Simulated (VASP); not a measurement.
# Pd (Pm-3m) in VASP: notebook, part 2 of 2

VASP 6.6.1. The steps go on from the part before.

## 3. Single point, LDA

This run uses another cell than the first one, of 14.89 Å³/atom, 1.035 times its volume.

INCAR

```
  PREC = Accurate
  ENCUT = 520
  EDIFF = 1E-7
  ISMEAR = 1
  SIGMA = 0.1
  LREAL = False
  LASPH = True
  NELM = 80
  ALGO = Normal
  ISIF = 2
  LWAVE = False
  LCHARG = False
  NBANDS = 11
```

KPOINTS

```
Automatic mesh
0
Gamma
  16 16 16
```

POSCAR

```
Pd
1.0
    2.4600258561      0.0000000000      0.0000000000
    0.0000000000      2.4600258561      0.0000000000
    0.0000000000      0.0000000000      2.4600258561
Pd
1
Direct
    0.0000000000      0.0000000000      0.0000000000
```

Potentials or basis: VASP PAW LDA potentials, release 64 (Pd).

Launch:

```bash
$ cat potpaw_LDA.64/Pd/POTCAR > POTCAR
$ mpirun -np 1 vasp_std > vasp.out
```

OUTCAR:

```text
PREC = Accurate
   ENCUT = 520
   EDIFF = 1E-7
   ISMEAR = 1
   LREAL = False
   LASPH = True
   NELM = 80
   ISIF = 2

 ion  position               nearest neighbor table
   1  0.000  0.000  0.000-

  LATTYP: Found a simple cubic cell.
 ALAT       =     2.4600258561

  Lattice vectors:

 A1 = (   2.4600258561,   0.0000000000,   0.0000000000)
 A2 = (   0.0000000000,   2.4600258561,   0.0000000000)
 A3 = (   0.0000000000,   0.0000000000,   2.4600258561)

Analysis of symmetry for initial positions (statically):
=====================================================================
 Subroutine PRICEL returns:
 Original cell was already a primitive cell.

 Routine SETGRP: Setting up the symmetry group for a
 simple cubic supercell.

 Subroutine GETGRP returns: Found 48 space group operations
 (whereof 48 operations were pure point group operations)
 out of a pool of 48 trial point group operations.

The static configuration has the point symmetry O_h .

Analysis of symmetry for dynamics (positions and initial velocities):
=====================================================================
 Subroutine PRICEL returns:
 Original cell was already a primitive cell.

 Routine SETGRP: Setting up the symmetry group for a
 simple cubic supercell.

 Subroutine GETGRP returns: Found 48 space group operations
 (whereof 48 operations were pure point group operations)
 out of a pool of 48 trial point group operations.

The dynamic configuration has the point symmetry O_h .

 Subroutine INISYM returns: Found 48 space group operations
 (whereof 48 operations are pure point group operations),
 and found     1 'primitive' translations

----------------------------------------------------------------------------------------

                                     Primitive cell

  volume of cell :      14.8874

  direct lattice vectors                    reciprocal lattice vectors
     2.460025856  0.000000000  0.000000000     0.406499792  0.000000000  0.000000000
     0.000000000  2.460025856  0.000000000     0.000000000  0.406499792  0.000000000
     0.000000000  0.000000000  2.460025856     0.000000000  0.000000000  0.406499792

  length of vectors
     2.460025856  2.460025856  2.460025856     0.406499792  0.406499792  0.406499792

  position of ions in fractional coordinates (direct lattice)
     0.000000000  0.000000000  0.000000000

  ion indices of the primitive-cell ions
   primitive index   ion index
                 1           1

----------------------------------------------------------------------------------------

 KPOINTS: Automatic mesh

Automatic generation of k-mesh.
 Grid dimensions read from file:
 generate k-points for:   16   16   16

 Generating k-lattice:

  Cartesian coordinates                     Fractional coordinates (reciprocal lattice)
     0.025406237  0.000000000  0.000000000     0.062500000  0.000000000  0.000000000
     0.000000000  0.025406237  0.000000000     0.000000000  0.062500000  0.000000000
     0.000000000  0.000000000  0.025406237     0.000000000  0.000000000  0.062500000

  Length of vectors
     0.025406237  0.025406237  0.025406237

  Shift w.r.t. Gamma in fractional coordinates (k-lattice)
     0.000000000  0.000000000  0.000000000

 Subroutine IBZKPT returns following result:
 ===========================================

 Found    165 irreducible k-points:

 Following reciprocal coordinates:
            Coordinates               Weight
  0.000000  0.000000  0.000000      1.000000
  0.062500  0.000000  0.000000      6.000000
  0.125000  0.000000  0.000000      6.000000
  0.187500  0.000000  0.000000      6.000000
  0.250000  0.000000  0.000000      6.000000
  0.312500  0.000000  0.000000      6.000000
[... 16 lines left out ...]
  0.437500  0.125000  0.000000     24.000000
  0.500000  0.125000  0.000000     12.000000
 [... further k-points ...]
   k-points           NKPTS =    165   k-points in BZ     NKDIM =    165   number of bands    NBANDS=     11
   number of dos      NEDOS =    301   number of ions     NIONS =      1
   total plane-waves  NPLWV =   5832
   dimension x,y,z NGX =    18 NGY =   18 NGZ =   18
   dimension x,y,z NGXF=    36 NGYF=   36 NGZF=   36
   ions per type =               1
   NGX,Y,Z   is equivalent  to a cutoff of  12.16, 12.16, 12.16 a.u.
   NGXF,Y,Z  is equivalent  to a cutoff of  24.33, 24.33, 24.33 a.u.
 SYSTEM =  unknown system
   PREC   = accura    normal or accurate (medium, high low for compatibility)
   ISTART =      0    job   : 0-new  1-cont  2-samecut
   ICHARG =      2    charge: 1-file 2-atom 10-const
   ISPIN  =      1    spin polarized calculation?
   LNONCOLLINEAR =      F non collinear calculations
   LSORBIT =      F    spin-orbit coupling
   LASPH  =      T    aspherical Exc in radial PAW
   ENCUT  =  520.0 eV  38.22 Ry    6.18 a.u.   4.57  4.57  4.57*2*pi/ulx,y,z
   NELM   =     80;   NELMIN=  2; NELMDL= -5     # of ELM steps
   EDIFF  = 0.1E-06   stopping-criterion for ELM
   LREAL  =      F    real-space projection
   EDIFFG = 0.1E-05   stopping-criterion for IOM
   NSW    =      0    number of steps for IOM
   IBRION =     -1    ionic relax: 0-MD 1-quasi-New 2-CG
   NFREE  =      0    steps in history (QN), initial steepest desc. (CG)
   ISIF   =      2    stress and relaxation
   ISYM   =      2    0-nonsym 1-usesym 2-fastsym
   POTIM  = 0.5000    time-step for ionic-motion
   TEBEG  =    0.0;   TEEND  =   0.0 temperature during run
   PSTRESS=    0.0 pullay stress
   NELECT =      10.0000    total number of electrons
   NUPDOWN=      -1.0000    fix difference up-down
   EMIN   =  10.00;   EMAX   =-10.00  energy-range for DOS
   EFERMI =   0.00;   METHOD = LEGACY
   ISMEAR =     1;   SIGMA  =   0.10  broadening in eV -4-tet -1-fermi 0-gaus
   EFERMI_NEDOS =   21; number of points for ismear=-14 and -15
   IALGO  =     38    algorithm
   IMIX   =      4    mixing-type and parameters
     AMIX     =   0.40;   BMIX     =  1.00
     AMIX_MAG =   1.60;   BMIX_MAG =  1.00
  volume/ion in A,a.u.               =      14.89       100.47
  Fermi-wavevector in a.u.,A,eV,Ry     =   1.433734  2.709364 27.968031  2.055592
  Thomas-Fermi vector in A             =   2.553219
   LORBIT       =      0    0 simple, 1 ext, 2 COOP (PROOUT), +10 PAW based schemes
   GGA     = CA    functional components
   LHFCALC =     F    Hartree Fock is set to
   AEXX    =    0.0000 exact exchange contribution
   IVDW    =     0    specifies the selected vdW correction
   LEPSILON=     F    determine dielectric tensor
   LRPA    =     F    only Hartree local field effects (RPA)
 non-spin polarized calculation
 Methfessel and Paxton  Order N= 1 SIGMA  =   0.10
  energy-cutoff  :      520.00
  volume of cell :       14.89
 maximum number of plane-waves:       432
   NGX =  9   NGY =  9   NGZ =  9

 number of electron      10.0000008 magnetization

 Free energy of the ion-electron system (eV)
  ---------------------------------------------------
  ext. energy  EPLUGINS =         0.00000000
  ---------------------------------------------------
  free energy    TOTEN  =        -5.80137268 eV

  energy without entropy =       -5.80104805  energy(sigma->0) =       -5.80126447

 E-fermi :   9.7584     XC(G=0): -13.3267

 val. band max:        9.7488225532   @ k =   0.2500   0.2500   0.1875
 cond. band min:       9.7624794126   @ k =   0.2500   0.0625   0.0625
 fundamental gap:      0.0136568594
 Fermi energy:         9.7583880004

 k-point     1 :       0.0000    0.0000    0.0000
  band No.  band energies     occupation
      1       2.4484      2.00000
      2       3.8698      2.00000
      3       3.8698      2.00000
      4       9.8414      0.00511
      5       9.8414      0.00511
      6       9.8414      0.00511
      7      27.3657      0.00000
      8      27.3657      0.00000
      9      27.3657      0.00000
     10      34.6653      0.00000
     11      34.9016      0.00000

 k-point     2 :       0.0625    0.0000    0.0000
  band No.  band energies     occupation
      1       2.5657      2.00000
      2       3.8918      2.00000
      3       3.9755      2.00000
      4       9.7462      1.20451
      5       9.7462      1.20450
      6       9.8489     -0.02453
      7      26.5135      0.00000
      8      27.5697      0.00000
      9      27.5697      0.00000
     10      34.4237      0.00000
     11      34.7314      0.00000
[... 295 lines left out ...]
 k-point    24 :       0.5000    0.1250    0.0000
  band No.  band energies     occupation
      1       4.6832      2.00000
      2       5.4229      2.00000
      3       6.4874      2.00000
      4       7.7971      2.00000
      5       9.7265      1.51011
      6      10.9174     -0.00000
      7      15.6644      0.00000
      8      28.2816      0.00000
      9      31.4237      0.00000
     10      31.8362      0.00000
     11      35.2134      0.00000

 [... further k-points ...]
[... 5 lines left out ...]
  --------------------------------------------------------------------------------------
  -------------------------------------------------------------------------------------
  Total        1.8516437      1.8516437      1.8516437      0.0000000      0.0000000     -0.0000000
  in kB      199.2732459    199.2732459    199.2732459      0.0000000      0.0000000     -0.0000000
  external PRESSURE =     199.2732459 kB  Pullay stress =       0.0000000 kB

 VOLUME and BASIS-vectors are now :
 -----------------------------------------------------------------------------
  energy-cutoff  :      520.00
  volume of cell :       14.89
      direct lattice vectors                 reciprocal lattice vectors
     2.460025856  0.000000000  0.000000000     0.406499792  0.000000000  0.000000000
     0.000000000  2.460025856  0.000000000     0.000000000  0.406499792  0.000000000
     0.000000000  0.000000000  2.460025856     0.000000000  0.000000000  0.406499792

 POSITION                                       TOTAL-FORCE (eV/Angst)
 -----------------------------------------------------------------------------------
      0.00000      0.00000      0.00000         0.000000      0.000000      0.000000
 -----------------------------------------------------------------------------------
    total drift:                               -0.000000      0.000000      0.000000

  FREE ENERGIE OF THE ION-ELECTRON SYSTEM (eV)
  ---------------------------------------------------
  free  energy   TOTEN  =        -5.8013726761 eV

  energy  without entropy=       -5.8010480456  energy(sigma->0) =       -5.80126447
```

OSZICAR:

```text
N       E                     dE             d eps       ncg     rms          rms(c)
DAV:   1     0.414062208958E+02    0.41406E+02   -0.50743E+03  3654   0.845E+02
DAV:   2    -0.551240503226E+01   -0.46919E+02   -0.45235E+02  3988   0.182E+02
DAV:   3    -0.604273654626E+01   -0.53033E+00   -0.52828E+00  4460   0.212E+01
DAV:   4    -0.604512579104E+01   -0.23892E-02   -0.23889E-02  4447   0.144E+00
DAV:   5    -0.604515298809E+01   -0.27197E-04   -0.27198E-04  4863   0.141E-01    0.936E+00
DAV:   6    -0.582330691111E+01    0.22185E+00   -0.71661E-01  4455   0.723E+00    0.483E+00
DAV:   7    -0.580645607323E+01    0.16851E-01   -0.96779E-03  4928   0.782E-01    0.231E+00
DAV:   8    -0.580136137750E+01    0.50947E-02   -0.11475E-03  4602   0.262E-01    0.424E-02
DAV:   9    -0.580136920918E+01   -0.78317E-05   -0.13118E-05  4657   0.299E-02    0.117E-02
DAV:  10    -0.580137268517E+01   -0.34760E-05   -0.91231E-07  4660   0.687E-03    0.138E-03
DAV:  11    -0.580137267608E+01    0.90980E-08   -0.20622E-08  3737   0.116E-03
   1 F= -.58013727E+01 E0= -.58012645E+01  d E =-.324630E-03
```

stdout:

```text
POSCAR found type information on POSCAR Pd
 POSCAR found :  1 types and       1 ions
 scaLAPACK will be used
 LDA part: xc-table for (Slater(with rela. corr.)+CA(PZ))
 , standard interpolation
 POSCAR, INCAR and KPOINTS ok, starting setup
 FFT: planning ... GRIDC
 FFT: planning ... GRID_SOFT
 FFT: planning ... GRID
 WAVECAR not read
 entering main loop
```

Run time: 8.3 s. Hardware: 1 thread of Intel Xeon 6975P-C (Granite Rapids), shared host; peak memory 0.13 GiB.

What came out:

| Item | Value |
| --- | --- |
| Free energy | -5.8014 eV |
| Pressure | 19.9 GPa |
| Band gap on the k mesh | zero (band 5 reaches 11.45 eV, above the bottom of band 6 at 8.95 eV) |

Levels at points of the mesh, in eV from the Fermi level:
```
           k point  band 1  band 2  band 3  band 4  band 5  band 6  band 7  band 8  band 9  band 10
(0.00, 0.00, 0.00)   -7.31   -5.89   -5.89    0.08    0.08    0.08   17.61   17.61   17.61    24.91
(0.50, 0.00, 0.00)   -5.27   -4.96   -2.02   -2.02   -0.21    0.28    5.88   18.58   22.39    24.35
(0.50, 0.50, 0.00)   -6.24   -4.38   -1.62   -1.62    1.56    5.72    5.72   13.57   13.81    24.53
(0.50, 0.50, 0.50)   -5.10   -5.10   -5.10    1.69    1.69   10.77   12.42   12.42   12.42    19.74
```

## 4. Single point, LDA

This run uses another cell than the first one, of 15.51 Å³/atom, 1.078 times its volume.

INCAR

```
SYSTEM = Pd
  ALGO = Normal
  EDIFF = 1E-6
  ENCUT = 520
  GGA = CA
  ISIF = 2
  ISMEAR = 1
  LASPH = .True.
  LCHARG = .False.
  LREAL = .False.
  LWAVE = .False.
  NBANDS = 11
  NELM = 100
  PREC = Accurate
  SIGMA = 0.1
```

KPOINTS

```
k-points
0
Gamma
  16 16 16
  0 0 0
```

POSCAR

```
Pd
1.0
    2.4939628740      0.0000000000      0.0000000000
    0.0000000000      2.4939628740      0.0000000000
    0.0000000000      0.0000000000      2.4939628740
Pd
1
Direct
    0.0000000000      0.0000000000      0.0000000000
```

Potentials or basis: VASP PAW LDA potentials, release 64 (Pd).

Launch:

```bash
$ cat potpaw_LDA.64/Pd/POTCAR > POTCAR
$ mpirun -np 1 vasp_std > vasp.out
```

OUTCAR:

```text
SYSTEM = Pd
   EDIFF = 1E-6
   ENCUT = 520
   GGA = CA
   ISIF = 2
   ISMEAR = 1
   LASPH = .True.
   LREAL = .False.
   NELM = 100
   PREC = Accurate

 ion  position               nearest neighbor table
   1  0.000  0.000  0.000-

  LATTYP: Found a simple cubic cell.
 ALAT       =     2.4939628740

  Lattice vectors:

 A1 = (   2.4939628740,   0.0000000000,   0.0000000000)
 A2 = (   0.0000000000,   2.4939628740,   0.0000000000)
 A3 = (   0.0000000000,   0.0000000000,   2.4939628740)

Analysis of symmetry for initial positions (statically):
=====================================================================
 Subroutine PRICEL returns:
 Original cell was already a primitive cell.

 Routine SETGRP: Setting up the symmetry group for a
 simple cubic supercell.

 Subroutine GETGRP returns: Found 48 space group operations
 (whereof 48 operations were pure point group operations)
 out of a pool of 48 trial point group operations.

The static configuration has the point symmetry O_h .

Analysis of symmetry for dynamics (positions and initial velocities):
=====================================================================
[... 160 lines left out ...]
 cond. band min:       9.0567009206   @ k =   0.0625   0.0625   0.0000
 fundamental gap:      0.0063785104
 Fermi energy:         9.0507203283

 k-point     1 :       0.0000    0.0000    0.0000
  band No.  band energies     occupation
      1       2.0625      2.00000
      2       3.5095      2.00000
      3       3.5095      2.00000
      4       9.1230      0.06511
      5       9.1230      0.06511
      6       9.1230      0.06511
      7      26.3720      0.00000
      8      26.3720      0.00000
      9      26.3720      0.00000
     10      33.6383      0.00000
     11      33.6400      0.00000
[... 309 lines left out ...]
 k-point    24 :       0.5000    0.1250    0.0000
  band No.  band energies     occupation
      1       4.2653      2.00000
      2       4.9470      2.00000
      3       6.0051      2.00000
      4       7.2180      2.00000
      5       9.0163      1.54609
      6      10.2794     -0.00000
      7      14.6904      0.00000
      8      27.4474      0.00000
      9      30.4228      0.00000
     10      30.6583      0.00000
     11      33.9785      0.00000

 [... further k-points ...]
[... 5 lines left out ...]
  --------------------------------------------------------------------------------------
  -------------------------------------------------------------------------------------
  Total        0.9635594      0.9635594      0.9635594     -0.0000000     -0.0000000      0.0000000
  in kB       99.5220103     99.5220103     99.5220103     -0.0000000     -0.0000000      0.0000000
  external PRESSURE =      99.5220103 kB  Pullay stress =       0.0000000 kB

 VOLUME and BASIS-vectors are now :
 -----------------------------------------------------------------------------
  energy-cutoff  :      520.00
  volume of cell :       15.51
      direct lattice vectors                 reciprocal lattice vectors
     2.493962874  0.000000000  0.000000000     0.400968278  0.000000000  0.000000000
     0.000000000  2.493962874  0.000000000     0.000000000  0.400968278  0.000000000
     0.000000000  0.000000000  2.493962874     0.000000000  0.000000000  0.400968278

 POSITION                                       TOTAL-FORCE (eV/Angst)
 -----------------------------------------------------------------------------------
      0.00000      0.00000      0.00000         0.000000      0.000000      0.000000
 -----------------------------------------------------------------------------------
    total drift:                                0.000000      0.000000      0.000000

  FREE ENERGIE OF THE ION-ELECTRON SYSTEM (eV)
  ---------------------------------------------------
  free  energy   TOTEN  =        -5.8590680080 eV

  energy  without entropy=       -5.8584865010  energy(sigma->0) =       -5.85887417
```

OSZICAR:

```text
N       E                     dE             d eps       ncg     rms          rms(c)
DAV:   1     0.419570299212E+02    0.41957E+02   -0.50757E+03  3646   0.843E+02
DAV:   2    -0.551613243340E+01   -0.47473E+02   -0.45842E+02  4040   0.183E+02
DAV:   3    -0.609647289694E+01   -0.58034E+00   -0.57574E+00  4427   0.216E+01
DAV:   4    -0.609945518777E+01   -0.29823E-02   -0.29818E-02  4377   0.160E+00
DAV:   5    -0.609949060614E+01   -0.35418E-04   -0.35418E-04  4893   0.152E-01    0.832E+00
DAV:   6    -0.587736987765E+01    0.22212E+00   -0.79591E-01  4356   0.747E+00    0.423E+00
DAV:   7    -0.586370187322E+01    0.13668E-01   -0.71873E-03  4824   0.722E-01    0.213E+00
DAV:   8    -0.585906064143E+01    0.46412E-02   -0.10767E-03  4667   0.274E-01    0.471E-02
DAV:   9    -0.585906531690E+01   -0.46755E-05   -0.90879E-06  4598   0.248E-02    0.131E-02
DAV:  10    -0.585906802646E+01   -0.27096E-05   -0.93727E-07  4569   0.711E-03    0.205E-03
DAV:  11    -0.585906800802E+01    0.18438E-07   -0.17743E-08  2744   0.118E-03
   1 F= -.58590680E+01 E0= -.58588742E+01  d E =-.581507E-03
```

stdout:

```text
POSCAR found type information on POSCAR Pd
 POSCAR found :  1 types and       1 ions
 scaLAPACK will be used
 LDA part: xc-table for (Slater(with rela. corr.)+CA(PZ))
 , standard interpolation
 POSCAR, INCAR and KPOINTS ok, starting setup
 FFT: planning ... GRIDC
 FFT: planning ... GRID_SOFT
 FFT: planning ... GRID
 WAVECAR not read
 entering main loop
```

It took 9.4 s on 1 thread of Intel Xeon 6975P-C (Granite Rapids), shared host; peak memory 0.14 GiB.

What came out:

- Free energy: -5.8591 eV
- Pressure: 10.0 GPa
- Band gap on the k mesh: zero (band 5 reaches 10.62 eV, above the bottom of band 6 at 8.29 eV)

## 5. Summary

| cell | gap on the mesh (eV) | pressure (GPa) |
| --- | --- | --- |
| a = 2.432 Å, 1 atom | none | 29.9 |
| a = 2.460 Å, 1 atom | none | 19.9 |
| a = 2.494 Å, 1 atom | none | 10.0 |

Alike in all rows: task single point; level LDA; potentials or basis VASP PAW LDA potentials, release 64 (Pd); no spin polarisation; k mesh 16 × 16 × 16; cutoff (eV) 520; smearing methfessel-paxton 0.1 eV.

Absolute energies hang on the potentials; compare differences alone.
